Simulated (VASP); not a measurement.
Runs of VASP 6.6.1 on CsCdCl3. The structure is that of space group Pm-3m (No. 221), or close to it. The cells are those of the table. 

| cell | gap on the mesh (eV) | pressure (GPa) |
| --- | --- | --- |
| a = 5.200, b = 5.304 Å, 5 atoms | 1.47 | (b) |
| a = 5.200, b = 5.226 Å, 5 atoms | 1.52 | -1.9 |
| a = 5.200, b = 5.278 Å, 5 atoms | 1.49 | (a) |
| a = 5.200, b = 5.148 Å, 5 atoms | 1.54 | -1.3 |
| a = 5.200, b = 5.096 Å, 5 atoms | 1.53 | -0.9 |

Alike in all rows: task single point; level LDA; potentials or basis VASP PAW LDA potentials, release 64 (Cs_sv, Cd, Cl); no spin polarisation; k mesh 6 × 6 × 6; cutoff (eV) 520; smearing gaussian 0.05 eV.

**Question.** Estimate the missing entries.

**Answer.** (a) -2.2; (b) -2.3.

Caveats: spin-orbit coupling is left out, which moves the levels of the heavy elements.

A k mesh can miss the band edges, and the runs leave out spin-orbit coupling on Cd, Cs.
